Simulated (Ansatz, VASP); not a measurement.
# CaS in VASP and in Ansatz

The input POSCAR:

```
CaS
1.0
    0.0000000000      2.8430011916      2.8430011916
    2.8430011916      0.0000000000      2.8430011916
    2.8430011916      2.8430011916      0.0000000000
Ca S
1 1
Direct
    0.5000000000      0.5000000000      0.5000000000
    0.0000000000      0.0000000000      0.0000000000
```

The input INCAR.step1:

```
ALGO     = Normal         # electronic algorithm
EDIFF    = 1E-5           # SCF threshold, eV
ENCUT    = 400            # plane-wave cutoff, eV
GGA      = PE             # functional
GGA_COMPAT= False        
ISIF     = 2              # what is computed and relaxed
ISMEAR   = 0              # smearing method
LASPH    = True           # aspherical terms in the spheres
LCHARG   = False          # write CHGCAR
LREAL    = False          # projectors in reciprocal space
LWAVE    = True           # write WAVECAR
NBANDS   = 15             # bands
NELM     = 120            # most SCF steps
PREC     = Accurate       # precision mode
SIGMA    = 0.05           # smearing width, eV
```

The input INCAR.step2:

```
AEXX     = 0.2            # exact-exchange fraction
ALGO     = Normal         # electronic algorithm
EDIFF    = 1E-6           # SCF threshold, eV
ENCUT    = 400            # plane-wave cutoff, eV
GGA      = PE             # functional
GGA_COMPAT= False        
HFSCREEN = 0.20787        # screening, 1/A
ISIF     = 2              # what is computed and relaxed
ISMEAR   = 0              # smearing method
ISTART   = 1            
LASPH    = True           # aspherical terms in the spheres
LCHARG   = False          # write CHGCAR
LHFCALC  = True           # exact exchange
LREAL    = False          # projectors in reciprocal space
LWAVE    = False          # write WAVECAR
NBANDS   = 15             # bands
NELM     = 120            # most SCF steps
PREC     = Accurate       # precision mode
PRECFOCK = Normal       
SIGMA    = 0.05           # smearing width, eV
```

Contents of KPOINTS:

```
k-points
0
Gamma
  4 4 4
```

Input for Ansatz:

```yaml
crystal:
  lattice:
    - [0.0, 2.8430011916, 2.8430011916]
    - [2.8430011916, 0.0, 2.8430011916]
    - [2.8430011916, 2.8430011916, 0.0]
  atoms:
    - { symbol: Ca, position: [0.5, 0.5, 0.5] }
    - { symbol: S, position: [0.0, 0.0, 0.0] }
basis:
  ecutwfc: 420
  ecutrho_ratio: 4
kpoints:
  mp_grid: { grid: [4, 4, 4] }
hamiltonian:
  xc: { preset: hse06, exx: { coeff: 0.2, omega: 0.20787 } }
scf:
  occupations: { method: gaussian, width: 0.05 }
  n_extra_bands: 9
output:
  forces: true
  stress: true
  eigenvalues: true
  populations: true
  dos: { projected: true, de: 0.02 }
```

Alike in both runs: task single point; functional PBE-based screened hybrid with a share of 0.2 of exact exchange and HFSCREEN = 0.20787; k mesh 4 × 4 × 4; occupations gaussian, width 0.05 eV; no spin polarisation.

|  | VASP | Ansatz |
| --- | --- | --- |
| version | VASP 6.6.1 | Ansatz 0.2.0 |
| potentials or method | VASP PAW PBE potentials, release 64 (Ca_sv, S), cutoff 400 eV | scalar-relativistic, plane waves, PAW |
| valence electrons in the cell | 16 | 16 |

Ansatz gave:

```
gap on the k mesh at the Fermi level (eV) : 3.18
least direct gap on the mesh (eV)         : 4.07
pressure (GPa)                            : 0.6
```

Question: Which values does VASP return?

Answer: gap on the k mesh at the Fermi level (eV): 3.18; least direct gap on the mesh (eV): 4.07; pressure (GPa): 0.7.

VASP's potentials were made for PBE, not for PBE-based screened hybrid. With one functional, cell and mesh, what is left measures potentials, basis and numerics. Ansatz's warnings: stress exchange threshold loose, stress scf threshold loose.

The k mesh is coarse, so the values compare programs but aren't converged.
